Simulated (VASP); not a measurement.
# MgO (Cmc2_1) in VASP: a series of runs

MgO is run at these levels: PBE; tasks: single point.

All numbers are computed with VASP 6.6.1; they aren't measurements. Logs are shortened: lines on timing, memory, paths and dates and some standing lists are left out, and cuts for length are marked.

## (1) The cell of the first run

It takes space group Cmc2_1 (No. 36, orthorhombic). The conventional cell has a = 3.281 Å, b = 5.682 Å, c = 10.514 Å, α = 90.00°, β = 90.00°, γ = 90.00°. Within 2.6 Å of Mg (site symmetry m) lie 4 O at 1.99 to 2.01 Å. Mg (site symmetry m) has 4 O at 1.99 to 2.02 Å within 2.6 Å. O (site symmetry m) has 4 Mg at 1.99 to 2.00 Å within 2.6 Å. O (site symmetry m) has 4 Mg at 1.99 to 2.02 Å within 2.6 Å.

## (2) Single point, PBE (mode 4 frozen in at +0.000 Å and mode 5 at +0.110 Å (largest displacements))

Contents of INCAR:

```
  PREC = Accurate
  ENCUT = 520
  EDIFF = 1E-6
  ISMEAR = 0
  SIGMA = 0.05
  LREAL = False
  LASPH = True
  NELM = 60
  ALGO = Normal
  ISIF = 2
  LWAVE = False
  LCHARG = False
  GGA = PE
  NBANDS = 26
```

Contents of KPOINTS:

```
regular mesh
0
Gamma
  9 9 2
```

Contents of POSCAR:

```
MgO
1.0
    3.2805263433      0.0000000000      0.0000000000
   -1.6402631717      2.8410191511      0.0000000000
    0.0000000000      0.0000000000     10.5138967343
Mg O
4 4
Direct
    0.3526925833      0.7053851667      0.9694906392
   -0.0134979456     -0.0269958911      0.2208211786
    0.0134979456      0.0269958911      0.7208211786
    0.6473074167      0.2946148333      0.4694906392
    0.3479344020      0.6958688040      0.7800420079
   -0.0177099873     -0.0354199746      0.5296443544
    0.0177099873      0.0354199746      0.0296443544
    0.6520655980      0.3041311960      0.2800420079
```

Potentials or basis: VASP PAW PBE potentials, release 64 (Mg, O).

Run with:

```
cat potpaw_PBE.64/Mg/POTCAR potpaw_PBE.64/O/POTCAR > POTCAR
mpirun -np 1 vasp_std > vasp.out
```

OUTCAR:

```text
PREC = Accurate
   ENCUT = 520
   EDIFF = 1E-6
   ISMEAR = 0
   LREAL = False
   LASPH = True
   NELM = 60
   ISIF = 2
   GGA = PE

 ion  position               nearest neighbor table
   1  0.353  0.705  0.969-   5 1.99   7 1.99   7 1.99   7 2.01   2 3.20   2 3.20   3 3.22   3 3.22
                             3 3.25   2 3.36
   2  0.987  0.973  0.221-   8 1.99   8 1.99   8 2.00   7 2.02   1 3.20   1 3.20   4 3.22   4 3.22
                             4 3.25   1 3.36
   3  0.013  0.027  0.721-   5 1.99   5 1.99   5 2.00   6 2.02   4 3.20   4 3.20   1 3.22   1 3.22
                             1 3.25   4 3.36
   4  0.647  0.295  0.469-   8 1.99   6 1.99   6 1.99   6 2.01   3 3.20   3 3.20   2 3.22   2 3.22
                             2 3.25   3 3.36
   5  0.348  0.696  0.780-   3 1.99   3 1.99   1 1.99   3 2.00
   6  0.982  0.965  0.530-   4 1.99   4 1.99   4 2.01   3 2.02
   7  0.018  0.035  0.030-   1 1.99   1 1.99   1 2.01   2 2.02
   8  0.652  0.304  0.280-   2 1.99   2 1.99   4 1.99   2 2.00

  LATTYP: Found a hexagonal cell.
 ALAT       =     3.2805263433
 C/A-ratio  =     3.2049420227

  Lattice vectors:

 A1 = (   3.2805263433,   0.0000000000,   0.0000000000)
 A2 = (  -1.6402631717,   2.8410191511,   0.0000000000)
 A3 = (   0.0000000000,   0.0000000000,  10.5138967343)

Analysis of symmetry for initial positions (statically):
=====================================================================
 Subroutine PRICEL returns:
 Original cell was already a primitive cell.

 Routine SETGRP: Setting up the symmetry group for a
 hexagonal supercell.

 Subroutine GETGRP returns: Found  4 space group operations
 (whereof  2 operations were pure point group operations)
 out of a pool of 24 trial point group operations.

The static configuration has the point symmetry C_1h.
 The point group associated with its full space group is C_2v.

Analysis of symmetry for dynamics (positions and initial velocities):
=====================================================================
 Subroutine PRICEL returns:
 Original cell was already a primitive cell.

 Routine SETGRP: Setting up the symmetry group for a
 hexagonal supercell.

 Subroutine GETGRP returns: Found  4 space group operations
 (whereof  2 operations were pure point group operations)
 out of a pool of 24 trial point group operations.

The dynamic configuration has the point symmetry C_1h.
 The point group associated with its full space group is C_2v.

 Subroutine INISYM returns: Found  4 space group operations
 (whereof  2 operations are pure point group operations),
 and found     1 'primitive' translations

----------------------------------------------------------------------------------------

                                     Primitive cell

  volume of cell :      97.9899

  direct lattice vectors                    reciprocal lattice vectors
     3.280526343  0.000000000  0.000000000     0.304829133  0.175993182  0.000000000
    -1.640263172  2.841019151  0.000000000     0.000000000  0.351986364  0.000000000
     0.000000000  0.000000000 10.513896734     0.000000000  0.000000000  0.095112214

  length of vectors
     3.280526343  3.280526343 10.513896734     0.351986364  0.351986364  0.095112214

  position of ions in fractional coordinates (direct lattice)
     0.352692583  0.705385167  0.969490639
     0.986502054  0.973004109  0.220821179
     0.013497946  0.026995891  0.720821179
     0.647307417  0.294614833  0.469490639
     0.347934402  0.695868804  0.780042008
     0.982290013  0.964580025  0.529644354
     0.017709987  0.035419975  0.029644354
     0.652065598  0.304131196  0.280042008

  ion indices of the primitive-cell ions
   primitive index   ion index
                 1           1
                 2           2
                 3           3
                 4           4
                 5           5
                 6           6
                 7           7
                 8           8

----------------------------------------------------------------------------------------

 KPOINTS: regular mesh

Automatic generation of k-mesh.
 Grid dimensions read from file:
 generate k-points for:    9    9    2

 Generating k-lattice:

  Cartesian coordinates                     Fractional coordinates (reciprocal lattice)
     0.033869904  0.019554798  0.000000000     0.111111111  0.000000000  0.000000000
     0.000000000  0.039109596  0.000000000     0.000000000  0.111111111  0.000000000
     0.000000000  0.000000000  0.047556107     0.000000000  0.000000000  0.500000000

  Length of vectors
     0.039109596  0.039109596  0.047556107

  Shift w.r.t. Gamma in fractional coordinates (k-lattice)
     0.000000000  0.000000000  0.000000000

 Subroutine IBZKPT returns following result:
 ===========================================

 Found     50 irreducible k-points:

 Following reciprocal coordinates:
            Coordinates               Weight
  0.000000  0.000000  0.000000      1.000000
  0.111111 -0.000000  0.000000      4.000000
  0.000000  0.111111  0.000000      2.000000
  0.222222  0.000000  0.000000      4.000000
  0.000000  0.222222  0.000000      2.000000
  0.333333  0.000000  0.000000      4.000000
[... 16 lines left out ...]
 -0.222222 -0.444444  0.000000      4.000000
  0.444444  0.333333  0.000000      4.000000
 [... further k-points ...]
   k-points           NKPTS =     50   k-points in BZ     NKDIM =     50   number of bands    NBANDS=     26
   number of dos      NEDOS =    301   number of ions     NIONS =      8
   total plane-waves  NPLWV =  46080
   dimension x,y,z NGX =    24 NGY =   24 NGZ =   80
   dimension x,y,z NGXF=    48 NGYF=   48 NGZF=  160
   ions per type =               4   4
   NGX,Y,Z   is equivalent  to a cutoff of  12.16, 12.16, 12.65 a.u.
   NGXF,Y,Z  is equivalent  to a cutoff of  24.32, 24.32, 25.30 a.u.
 SYSTEM =  unknown system
   PREC   = accura    normal or accurate (medium, high low for compatibility)
   ISTART =      0    job   : 0-new  1-cont  2-samecut
   ICHARG =      2    charge: 1-file 2-atom 10-const
   ISPIN  =      1    spin polarized calculation?
   LNONCOLLINEAR =      F non collinear calculations
   LSORBIT =      F    spin-orbit coupling
   LASPH  =      T    aspherical Exc in radial PAW
   ENCUT  =  520.0 eV  38.22 Ry    6.18 a.u.   6.10  6.10 19.55*2*pi/ulx,y,z
   NELM   =     60;   NELMIN=  2; NELMDL= -5     # of ELM steps
   EDIFF  = 0.1E-05   stopping-criterion for ELM
   LREAL  =      F    real-space projection
   EDIFFG = 0.1E-04   stopping-criterion for IOM
   NSW    =      0    number of steps for IOM
   IBRION =     -1    ionic relax: 0-MD 1-quasi-New 2-CG
   NFREE  =      0    steps in history (QN), initial steepest desc. (CG)
   ISIF   =      2    stress and relaxation
   ISYM   =      2    0-nonsym 1-usesym 2-fastsym
   POTIM  = 0.5000    time-step for ionic-motion
   TEBEG  =    0.0;   TEEND  =   0.0 temperature during run
   PSTRESS=    0.0 pullay stress
   NELECT =      32.0000    total number of electrons
   NUPDOWN=      -1.0000    fix difference up-down
   EMIN   =  10.00;   EMAX   =-10.00  energy-range for DOS
   EFERMI =   0.00;   METHOD = LEGACY
   ISMEAR =     0;   SIGMA  =   0.05  broadening in eV -4-tet -1-fermi 0-gaus
   EFERMI_NEDOS =   21; number of points for ismear=-14 and -15
   IALGO  =     38    algorithm
   IMIX   =      4    mixing-type and parameters
     AMIX     =   0.40;   BMIX     =  1.00
     AMIX_MAG =   1.60;   BMIX_MAG =  1.00
  volume/ion in A,a.u.               =      12.25        82.66
  Fermi-wavevector in a.u.,A,eV,Ry     =   1.127365  2.130410 17.292335  1.270951
  Thomas-Fermi vector in A             =   2.264050
   LORBIT       =      0    0 simple, 1 ext, 2 COOP (PROOUT), +10 PAW based schemes
   GGA     = PE    functional components
   LHFCALC =     F    Hartree Fock is set to
   AEXX    =    0.0000 exact exchange contribution
   IVDW    =     0    specifies the selected vdW correction
   LEPSILON=     F    determine dielectric tensor
   LRPA    =     F    only Hartree local field effects (RPA)
 non-spin polarized calculation
 Gauss-broadening in eV      SIGMA  =   0.05
  energy-cutoff  :      520.00
  volume of cell :       97.99
 maximum number of plane-waves:      2688
   NGX = 13   NGY = 13   NGZ = 39

 number of electron      31.9999997 magnetization

 Free energy of the ion-electron system (eV)
  ---------------------------------------------------
  ext. energy  EPLUGINS =         0.00000000
  ---------------------------------------------------
  free energy    TOTEN  =       -46.88912259 eV

  energy without entropy =      -46.88912259  energy(sigma->0) =      -46.88912259

 E-fermi :   1.0197     XC(G=0):  -9.5883

 val. band max:        0.7407071254   @ k =   0.0000   0.0000   0.0000
 cond. band min:       4.1494221241   @ k =   0.0000   0.0000   0.0000
 fundamental gap:      3.4087149987
 Fermi energy:         1.0197328724

 k-point     1 :       0.0000    0.0000    0.0000
  band No.  band energies     occupation
      1     -15.1866      2.00000
      2     -14.8770      2.00000
      3     -14.8640      2.00000
      4     -14.5292      2.00000
      5      -2.3019      2.00000
      6      -1.1463      2.00000
[... 18 lines left out ...]
     25      15.1212      0.00000
     26      15.6300      0.00000

 k-point     2 :       0.1111   -0.0000    0.0000
  band No.  band energies     occupation
      1     -15.1263      2.00000
      2     -14.8322      2.00000
      3     -14.8193      2.00000
      4     -14.5035      2.00000
      5      -2.1765      2.00000
      6      -1.1914      2.00000
[... 18 lines left out ...]
     25      14.6567      0.00000
     26      15.0071      0.00000

 k-point     3 :       0.0000    0.1111    0.0000
  band No.  band energies     occupation
      1     -15.1271      2.00000
      2     -14.8314      2.00000
      3     -14.8202      2.00000
      4     -14.5025      2.00000
      5      -2.1783      2.00000
      6      -1.1886      2.00000
[... 18 lines left out ...]
     25      14.8711      0.00000
     26      15.1096      0.00000

 k-point     4 :       0.2222    0.0000    0.0000
  band No.  band energies     occupation
      1     -14.9648      2.00000
      2     -14.7165      2.00000
      3     -14.7032      2.00000
      4     -14.4424      2.00000
      5      -1.8270      2.00000
      6      -1.4203      2.00000
[... 18 lines left out ...]
     25      14.0412      0.00000
     26      14.2216      0.00000

 k-point     5 :       0.0000    0.2222    0.0000
  band No.  band energies     occupation
      1     -14.9685      2.00000
      2     -14.7128      2.00000
      3     -14.7072      2.00000
      4     -14.4379      2.00000
      5      -1.8344      2.00000
      6      -1.4315      2.00000
[... 18 lines left out ...]
     25      14.1641      0.00000
     26      14.5090      0.00000

 k-point     6 :       0.3333    0.0000    0.0000
  band No.  band energies     occupation
      1     -14.7575      2.00000
      2     -14.5815      2.00000
      3     -14.5657      2.00000
      4     -14.3875      2.00000
      5      -1.8628      2.00000
      6      -1.7536      2.00000
[... 427 lines left out ...]
 k-point    21 :      -0.4444    0.2222    0.0000
  band No.  band energies     occupation
      1     -14.6548      2.00000
      2     -14.5241      2.00000
      3     -14.5023      2.00000
      4     -14.3742      2.00000
      5      -1.7701      2.00000
      6      -1.6933      2.00000
[... 18 lines left out ...]
     25      13.6477      0.00000
     26      13.6715      0.00000

 k-point    22 :       0.3333    0.2222    0.0000
  band No.  band energies     occupation
      1     -14.5184      2.00000
      2     -14.4461      2.00000
      3     -14.4412      2.00000
      4     -14.3730      2.00000
      5      -1.8632      2.00000
      6      -1.7077      2.00000
[... 18 lines left out ...]
     25      13.3975      0.00000
     26      13.6088      0.00000

 k-point    23 :      -0.2222   -0.4444    0.0000
  band No.  band energies     occupation
      1     -14.5302      2.00000
      2     -14.4571      2.00000
      3     -14.4301      2.00000
      4     -14.3608      2.00000
      5      -1.9215      2.00000
      6      -1.6896      2.00000
[... 18 lines left out ...]
     25      13.2004      0.00000
     26      13.5968      0.00000

 k-point    24 :       0.4444    0.3333    0.0000
  band No.  band energies     occupation
      1     -14.5080      2.00000
      2     -14.4569      2.00000
      3     -14.4300      2.00000
      4     -14.3843      2.00000
      5      -1.8694      2.00000
      6      -1.7212      2.00000
[... 18 lines left out ...]
     25      13.4786      0.00000
     26      13.5850      0.00000

 [... further k-points ...]
[... 5 lines left out ...]
  --------------------------------------------------------------------------------------
  -------------------------------------------------------------------------------------
  Total        0.3885188     -1.0564408     -0.2932764      0.0000000      0.0000000      0.0000000
  in kB        6.3524500    -17.2732617     -4.7951947      0.0000000      0.0000000      0.0000000
  external PRESSURE =      -5.2386688 kB  Pullay stress =       0.0000000 kB

 VOLUME and BASIS-vectors are now :
 -----------------------------------------------------------------------------
  energy-cutoff  :      520.00
  volume of cell :       97.99
      direct lattice vectors                 reciprocal lattice vectors
     3.280526343  0.000000000  0.000000000     0.304829133  0.175993182  0.000000000
    -1.640263172  2.841019151  0.000000000     0.000000000  0.351986364  0.000000000
     0.000000000  0.000000000 10.513896734     0.000000000  0.000000000  0.095112214

 POSITION                                       TOTAL-FORCE (eV/Angst)
 -----------------------------------------------------------------------------------
     -0.00000      2.00401     10.19312         0.000000     -0.114661     -0.017122
      1.64026      2.76432      2.32169        -0.000000      0.081033     -0.025538
      0.00000      0.07670      7.57864         0.000000     -0.081033     -0.025538
      1.64026      0.83701      4.93618        -0.000000      0.114661     -0.017122
     -0.00000      1.97698      8.20128         0.000000     -0.051661      0.006338
      1.64026      2.74039      5.56863        -0.000000      0.068059      0.036323
     -0.00000      0.10063      0.31168         0.000000     -0.068059      0.036323
      1.64026      0.86404      2.94433        -0.000000      0.051661      0.006338
 -----------------------------------------------------------------------------------
    total drift:                               -0.000000      0.000000     -0.001024

  FREE ENERGIE OF THE ION-ELECTRON SYSTEM (eV)
  ---------------------------------------------------
  free  energy   TOTEN  =       -46.8891225940 eV

  energy  without entropy=      -46.8891225940  energy(sigma->0) =      -46.88912259
```

Run time: 86 s. Hardware: 1 thread of Intel Xeon 6975P-C, shared host; peak memory 0.26 GiB.

What came out:

```
Free energy            : -46.8891 eV
Pressure               : -0.5 GPa
Largest force          : 0.116 eV/Å
Band gap on the k mesh : 3.41 eV, direct
```

Forces in eV/Å, atoms in the order of the input:
```
Mg   0.000 -0.115 -0.017
Mg   0.000  0.081 -0.026
Mg   0.000 -0.081 -0.026
Mg   0.000  0.115 -0.017
O    0.000 -0.052  0.006
O    0.000  0.068  0.036
O    0.000 -0.068  0.036
O    0.000  0.052  0.006
```

Caveat: the cell differs from its parent crystal (mode 4 frozen in at +0.000 Å and mode 5 at +0.110 Å (largest displacements)).

## (3) Single point, PBE (mode 4 frozen in at +0.000 Å and mode 5 at +0.330 Å (largest displacements))

Contents of INCAR:

```
SYSTEM = MgO
PREC = Accurate
ENCUT = 520
EDIFF = 1E-7
ISMEAR = 0
SIGMA = 0.05
LREAL = .FALSE.
LASPH = .TRUE.
NELM = 100
ALGO = Normal
ISIF = 2
LWAVE = .FALSE.
LCHARG = .FALSE.
GGA = PE
NBANDS = 26
```

Contents of KPOINTS:

```
regular mesh
0
G
  9 9 2
  0 0 0
```

Contents of POSCAR:

```
MgO
1.0
    3.2805263433      0.0000000000      0.0000000000
   -1.6402631717      2.8410191511      0.0000000000
    0.0000000000      0.0000000000     10.5138967343
Mg O
4 4
Direct
    0.3914110833      0.7828221667      0.9694906392
   -0.0404938367     -0.0809876733      0.2208211786
    0.0404938367      0.0809876733      0.7208211786
    0.6085889167      0.2171778333      0.4694906392
    0.3771365393      0.7542730786      0.7800420079
   -0.0531299620     -0.1062599239      0.5296443544
    0.0531299620      0.1062599239      0.0296443544
    0.6228634607      0.2457269214      0.2800420079
```

Potentials or basis: VASP PAW PBE potentials, release 64 (Mg, O).

Run with:

```
cat potpaw_PBE.64/Mg/POTCAR potpaw_PBE.64/O/POTCAR > POTCAR
mpirun -np 1 vasp_std > vasp.out
```

Wall time 92 s (1 thread of Intel Xeon 6975P-C, shared host); peak memory 0.26 GiB.

Results (log left out):

| Property | Result |
| --- | --- |
| Free energy | -46.6841 eV |
| Pressure | -1.2 GPa |
| Largest force | 0.290 eV/Å |
| Band gap on the k mesh | 3.23 eV, direct |

Forces on the atoms (eV/Å):
```
Mg   0.000 -0.271 -0.094
Mg   0.000  0.194 -0.181
Mg   0.000 -0.194 -0.181
Mg   0.000  0.271 -0.094
O    0.000 -0.088  0.030
O    0.000  0.155  0.245
O    0.000 -0.155  0.245
O    0.000  0.088  0.030
```

Stress tensor (GPa, compression positive):
```
 2.46  0.00  0.00
 0.00 -5.07  0.00
 0.00  0.00 -1.11
```

Levels at points of the mesh, in eV from the valence-band top:
```csv
k point,band 13,band 14,band 15,band 16,band 17,band 18,band 19,band 20
"(0.00, 0.00, 0.00)",-0.29,-0.28,-0.18,0.00,3.23,5.51,5.71,8.20
"(0.00, 0.00, 0.50)",-0.27,-0.27,-0.23,-0.23,4.07,4.07,7.15,7.15
```

Caveat: the cell differs from its parent crystal (mode 4 frozen in at +0.000 Å and mode 5 at +0.330 Å (largest displacements)).

(Part 1 of 2 ends here.)
